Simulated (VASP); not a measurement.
## Li3SbO2: single point with PBE

Li3SbO2:

```
Li Sb O
1.0
     2.72823    0.00000    0.00000
    -1.36411    2.36271    0.00000
     0.00000    0.00000    7.80765
Li Sb O
3 1 2
Direct
  0.66667 0.33333 0.26057
  0.33333 0.66667 0.50000
  0.66667 0.33333 0.73943
  0.00000 0.00000 0.00000
  0.00000 0.00000 0.38029
  0.00000 0.00000 0.61971
```

```json
{
  "Program": "VASP 6.6.1",
  "Task": "single point",
  "Functional": "PBE",
  "Potentials or basis": "VASP PAW PBE potentials, release 64 (Li_sv, Sb, O)",
  "Cutoff": "520 eV",
  "k mesh": "9 × 9 × 2",
  "Occupations": "gaussian, width 0.1 eV",
  "Spin": "no spin polarisation",
  "Dipole correction": "no",
  "Further INCAR settings": "ALGO = Normal; EDIFF = 1e-07; NBANDS = 22"
}
```

```json
{
 "Largest force": "1.989 eV/Å",
 "Band gap on the k mesh": "zero (band 13 reaches 8.77 eV, above the bottom of band 14 at 6.43 eV)"
}
```

Forces on the atoms (eV/Å):
```
Li   0.000  0.000  1.989
Li   0.000  0.000  0.000
Li   0.000  0.000 -1.989
Sb   0.000  0.000  0.000
O    0.000  0.000 -1.138
O    0.000  0.000  1.138
```

Levels at points of the mesh, in eV from the Fermi level:
| k point | band 11 | band 12 | band 13 | band 14 | band 15 | band 16 |
| --- | --- | --- | --- | --- | --- | --- |
| (0.00, 0.00, 0.00) | -0.21 | -0.21 | 0.47 | 5.27 | 9.96 | 10.70 |
| (0.00, 0.00, 0.50) | -0.58 | -0.21 | -0.21 | 6.02 | 9.88 | 10.55 |

It took 17 s on 1 thread of Intel(R) Xeon(R) Platinum 8488C (Sapphire Rapids), on a shared host, peak memory 0.17 GiB.

Caveat: the k points lie up to 0.40 Å⁻¹ apart; spin-orbit coupling is left out, which moves the levels of the heavy elements; forces of over 1 eV/Å act on the atoms, so gaps and moduli don't describe the material at rest.
